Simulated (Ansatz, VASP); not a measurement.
# One calculation of SiC, two programs

```xyz
2
Lattice="0.0000 2.1645 2.1645 2.1645 0.0000 2.1645 2.1645 2.1645 0.0000" Properties=species:S:1:pos:R:3 pbc="T T T"
Si    0.0000    0.0000    0.0000
C     3.2467    3.2467    3.2467
```

Alike in both runs: functional LDA; k mesh 12 × 12 × 12; no spin polarisation.

Ansatz relaxed the structure, and its values are those at the end. VASP's run is a single point on that final structure, the one shown.

|  | VASP | Ansatz |
| --- | --- | --- |
| version | VASP 6.6.1 | Ansatz 0.2.0 |
| potentials or method | VASP PAW LDA potentials, release 64 (Si, C), cutoff 520 eV | scalar-relativistic, plane waves, PAW |
| occupations | gaussian, width 0.01 eV | fixed |
| valence electrons in the cell | 8 | 8 |

VASP gave:

| Quantity | Value |
| --- | --- |
| gap on the k mesh at the Fermi level (eV) | 1.29 |
| least direct gap on the mesh (eV) | 4.52 |
| pressure (GPa) | 0.4 |

Task: Which values does Ansatz return?

Result: gap on the k mesh at the Fermi level (eV): 1.30; least direct gap on the mesh (eV): 4.53; pressure (GPa): 0.0.

LDA's correlation is that of Perdew and Zunger in VASP and of Perdew and Wang (1992) in Ansatz.
